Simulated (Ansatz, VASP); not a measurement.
**One calculation of MgO, two programs**

Contents of INCAR:

```
PREC = Accurate ; ENCUT = 600
EDIFF = 1E-6 ; ISMEAR = -5
SIGMA = 0.1 ; LREAL = False
LASPH = True ; NELM = 120
ALGO = Normal ; ISIF = 2
LWAVE = False ; LCHARG = False
GGA = PE ; NBANDS = 11
GGA_COMPAT = False
```

The input KPOINTS:

```
regular mesh
0
Gamma
  7 7 7
```

The input POSCAR:

```
MgO
1.0
    0.0000000000      2.1944256300      2.1944256300
    2.1944256300      0.0000000000      2.1944256300
    2.1944256300      2.1944256300      0.0000000000
Mg O
1 1
Direct
    0.0000000000      0.0000000000      0.0000000000
    0.5000000000      0.5000000000      0.5000000000
```

Input for Ansatz:

```yaml
crystal:
  lattice:
    - [0.0, 2.19442563, 2.19442563]
    - [2.19442563, 0.0, 2.19442563]
    - [2.19442563, 2.19442563, 0.0]
  atoms:
    - { symbol: Mg, position: [0.0, 0.0, 0.0] }
    - { symbol: O, position: [0.5, 0.5, 0.5] }
  symmetry: { tolerance: 0.0003 }
kpoints:
  mp_grid: { grid: [7, 7, 7], shift: [0, 0, 0] }
magnetization:
  spin_polarized: false
scf:
  occupations: { method: tetrahedron }
hamiltonian:
  pseudopotentials: { kind: paw }
  xc: pbe
basis:
  ecutwfc: 420
output:
  forces: true
  stress: true
  eigenvalues: true
  write_density: true
  write_potential: true
  elf: true
  volumetric_format: npy
```

Alike in both runs: task single point; functional PBE; k mesh 7 × 7 × 7; occupations tetrahedron; no spin polarisation.

|  | VASP | Ansatz |
| --- | --- | --- |
| version | VASP 6.6.1 | Ansatz 0.2.0 |
| potentials or method | VASP PAW PBE potentials, release 64 (Mg, O), cutoff 600 eV | PAW plane waves |
| valence electrons in the cell | 8 | 16 |

|  | VASP | Ansatz | Ansatz less VASP |
| --- | --- | --- | --- |
| gap on the k mesh at the Fermi level (eV) | 3.62 | 3.64 | +0.020 |
| pressure (GPa) | -12.5 | -11.5 | +0.96 |

VASP's potentials hold 8 valence electrons a cell and Ansatz's 16, so a difference there can come from the potentials and not from the codes. Ansatz's warnings: band table not solved further, tetrahedron derivatives may miss energy slope.
